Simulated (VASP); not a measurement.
Here is a VASP 6.6.1 calculation.

The input INCAR:

```
SYSTEM = CaB
PREC = Accurate ; ENCUT = 520
EDIFF = 1E-6 ; ISMEAR = 0
SIGMA = 0.1 ; LREAL = .False.
LASPH = .True. ; NELM = 60
ALGO = Normal ; ISIF = 2
LWAVE = .False. ; LCHARG = .True.
GGA = PE ; LELF = .True.
LVHAR = .True. ; NBANDS = 14
```

Contents of KPOINTS:

```
Automatic mesh
0
Gamma
  18 18 18
  0 0 0
```

Contents of POSCAR:

```
CaB
1.0
    3.2646088083      0.0000000000      0.0000000000
    0.0000000000      3.2646088083      0.0000000000
    0.0000000000      0.0000000000      3.2646088083
Ca B
1 1
Direct
    0.0000000000      0.0000000000      0.0000000000
    0.5000000000      0.5000000000      0.5000000000
```

Potentials or basis: VASP PAW PBE potentials, release 64 (Ca_sv, B).

The run is started by

```console
$ cat potpaw_PBE.64/Ca_sv/POTCAR potpaw_PBE.64/B/POTCAR > POTCAR
$ mpirun -np 1 vasp_std > vasp.out
```

Q: What does it give for the pressure?

A: 0.2 GPa.
